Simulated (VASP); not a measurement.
Set up this calculation in VASP 6.6.1, as the native input.

```
Task                   : electric field gradients
Functional             : PBE
Potentials or basis    : VASP PAW PBE potentials, release 64 (B, As)
Cutoff                 : 520 eV
k mesh                 : 15 × 15 × 15
Occupations            : fermi-dirac, width 0.03 eV
Spin                   : no spin polarisation
Dipole correction      : no
Further INCAR settings : ALGO = Normal; EDIFF = 1e-08; NBANDS = 11
```

The structure of BAs lies in POSCAR:

```
BAs
1.0
    0.0000000000      2.3724693156      2.3724693156
    2.3724693156      0.0000000000      2.3724693156
    2.3724693156      2.3724693156      0.0000000000
B As
1 1
Direct
    0.0000000000      0.0000000000      0.0000000000
    0.7500000000      0.7500000000      0.7500000000
```

This cell differs from its parent crystal: volume scaled by 0.98.

One way to write it, as run:

INCAR

```
ALGO = Normal ; EDIFF = 1E-8
ENCUT = 520 ; GGA = PE
ISIF = 2 ; ISMEAR = -1
LASPH = True ; LCHARG = False
LEFG = True ; LREAL = False
LWAVE = False ; NBANDS = 11
NELM = 80 ; PREC = Accurate
SIGMA = 0.03
```

KPOINTS

```
k-points
0
Gamma
  15 15 15
```

Potentials or basis: VASP PAW PBE potentials, release 64 (B, As).

Command:

```bash
$ cat potpaw_PBE.64/B/POTCAR potpaw_PBE.64/As/POTCAR > POTCAR
$ mpirun -np 1 vasp_std > vasp.out
```

It gave:

The pressure is 6.5 GPa and the band gap on the k mesh is 1.15 eV, indirect (least direct gap 3.30 eV).

Caveat: without QUAD_EFG the Cq values of the log hold for a quadrupole moment of 1 mb, not for the nuclei.

It took 76 s on 1 thread of AMD EPYC 7R43 64-Core Processor (Zen 3), with other jobs on the host, peak memory 0.14 GiB.
